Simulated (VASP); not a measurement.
Wanted: the native input for a VASP 6.6.1 run.

| Item | Value |
| --- | --- |
| Task | single point |
| Functional | PBE |
| Potentials or basis | VASP PAW PBE potentials, release 64 (Si, Ni) |
| Cutoff | 520 eV |
| k mesh | 2 × 2 × 2, shifted |
| Occupations | gaussian, width 0.02 eV |
| Spin | no spin polarisation |
| Dipole correction | no |
| Further INCAR settings | LREAL = Auto; ALGO = Normal; EDIFF = 1e-07; NBANDS = 91 |

The structure of Si32Ni (a cell with a defect) lies in POSCAR:

```
Si32Ni
1.0
   -5.4700937627     -5.4700937627      5.4700937627
    5.4700937627     -5.4700937627     -5.4700937627
    5.4700937627      5.4700937627      5.4700937627
Si Ni
32 1
Direct
    0.2502018355      0.7499630131      0.7499323920
   -0.0000001828      0.7494750872      0.0000126140
    0.4997173026      0.4997606291      0.7498083539
    0.2517450449      0.5021452317      0.0000147164
    0.0000034734      0.5021460544      0.2517585730
    0.7499207834      0.7499639271      0.2502134441
    0.4966638814      0.7464652668      0.4966764955
    0.0000016453     -0.0039288175      0.7470382003
    0.7482608485      0.2504012837      0.7482724570
    0.5033407323      0.2498033963      0.0000137109
    0.2529737259      0.2490449084      0.2529863399
    0.0000004570      0.2498024822      0.5033523408
    0.7497962883      0.4997596236      0.4997290940
    0.7470266831     -0.0039284519      0.0000133453
    0.5002821924      0.0000450632      0.2500926052
    0.2500805396      0.0000443320      0.5002937095
    0.2498508361      0.7510293568      0.5008372103
   -0.0000010055      0.7479910176      0.7494236256
    0.5000615380      0.5000983747      0.5000732380
    0.2509751312      0.5011793433      0.7501665745
    0.0000021023      0.4982580040      0.0000147164
    0.7494115600      0.7479917489      0.0000110601
    0.5008243220      0.7510286255      0.2498622618
    0.0000000000      0.0000358312      0.4999488343
    0.7490261004      0.2502043949      0.4991926315
    0.4991806573      0.2502043035      0.7490381660
    0.2575843415      0.2546757991      0.0000122484
   -0.0000010969      0.2546738795      0.2575946704
    0.7501549659      0.5011805316      0.2509881109
    0.7424214604     -0.0029067143      0.7424338917
    0.4999366773      0.0000360140      0.0000114258
    0.2505872951     -0.0014189885      0.2505993607
    0.0000109687      0.1524695071      0.0000167273
```

The input as run:

INCAR

```
PREC = Accurate
ENCUT = 520
EDIFF = 1E-7
ISMEAR = 0
SIGMA = 0.02
LREAL = Auto
LASPH = T
NELM = 100
ALGO = Normal
ISIF = 2
LWAVE = F
LCHARG = F
GGA = PE
NBANDS = 91
KPAR = 2
```

KPOINTS

```
Automatic mesh
0
Gamma
  2 2 2
  0.5 0.5 0.5
```

Potentials or basis: VASP PAW PBE potentials, release 64 (Si, Ni).

Command:

```bash
$ cat potpaw_PBE.64/Si/POTCAR potpaw_PBE.64/Ni/POTCAR > POTCAR
$ mpirun -np 4 vasp_std > vasp.out
```

Results of the run:

```json
{
 "Pressure": "0.7 GPa",
 "Largest force": "0.057 eV/Å",
 "Band gap on the k mesh": "0.81 eV"
}
```

Wall time 3.4 min on 4 MPI ranks on Intel(R) Xeon(R) Platinum 8375C CPU @ 2.90GHz (Ice Lake) (shared host), peak memory 0.47 GiB a rank.
